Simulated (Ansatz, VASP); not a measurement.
## LuH2 in VASP and in Ansatz

```
Lu H
1.0
     0.00000    2.47071    2.47071
     2.47071    0.00000    2.47071
     2.47071    2.47071    0.00000
Lu H
1 2
Direct
  0.00000 0.00000 0.00000
  0.25000 0.25000 0.25000
  0.75000 0.75000 0.75000
```

Alike in both runs: functional BLYP; dispersion D3(BJ); k mesh 7 × 7 × 7; occupations fermi-dirac, width 0.1 eV; no spin polarisation.

Ansatz relaxed the structure, and its values are those at the end. VASP's run is a single point on that final structure, the one shown.

|  | VASP | Ansatz |
| --- | --- | --- |
| version | VASP 6.6.1 | Ansatz 0.2.0 |
| potentials or method | VASP PAW PBE potentials, release 64 (Lu, H) | plane waves, PAW |
| plane-wave cutoff (eV) | 520 | 420 |
| valence electrons in the cell | 27 | 27 |

|  | VASP | Ansatz | Ansatz less VASP |
| --- | --- | --- | --- |
| pressure (GPa) | 0.5 | 0.0 | -0.50 |

VASP's potentials were made for PBE, not for BLYP.

Neither program's run includes spin-orbit coupling.
